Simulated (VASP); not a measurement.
# Sr: single point with PBEsol

Crystal: Sr.

```xyz
1
Lattice="0.0000 3.5121 2.2829 3.5121 0.0000 2.2829 3.5121 3.5121 0.0000" Properties=species:S:1:pos:R:3 pbc="T T T"
Sr    0.0000    0.0000    0.0000
```

This cell differs from its parent crystal: ratio of the length along z to the lengths across it x 0.65, volume and fractional coordinates fixed.

```yaml
Program: VASP 6.6.1
Task: single point
Functional: PBEsol
Potentials_or_basis: VASP PAW PBE potentials, release 64 (Sr_sv)
Cutoff: 520 eV
k_mesh: 10 × 10 × 10
Occupations: gaussian, width 0.03 eV
Spin: no spin polarisation
```

```yaml
Pressure: -1.0 GPa
Band_gap_on_the_k_mesh: zero (bands 5 and 6 overlap by 0.27 eV)
```

Stress tensor (GPa, compression positive):
```
-1.09  0.00  0.00
 0.00 -1.09  0.00
 0.00  0.00 -0.77
```

Levels at points of the mesh, in eV from the Fermi level:
```csv
k point,band 2,band 3,band 4,band 5,band 6,band 7,band 8,band 9
"(0.00, 0.00, 0.00)",-18.52,-18.52,-18.52,-3.65,1.99,2.49,2.49,3.24
"(0.50, 0.00, 0.00)",-18.71,-18.58,-18.53,-0.97,0.27,1.01,3.47,4.35
"(0.50, 0.50, 0.00)",-18.66,-18.66,-18.64,-0.20,-0.07,3.11,3.11,4.27
"(0.50, 0.00, 0.50)",-18.70,-18.58,-18.51,-1.15,0.02,1.55,3.04,3.88
```

Wall time 100 s on 1 thread of Intel Xeon 8259CL, on a shared host, peak memory 0.23 GiB.

Caveat: the PAW data sets were made with another functional, which shifts forces and pressure a little.
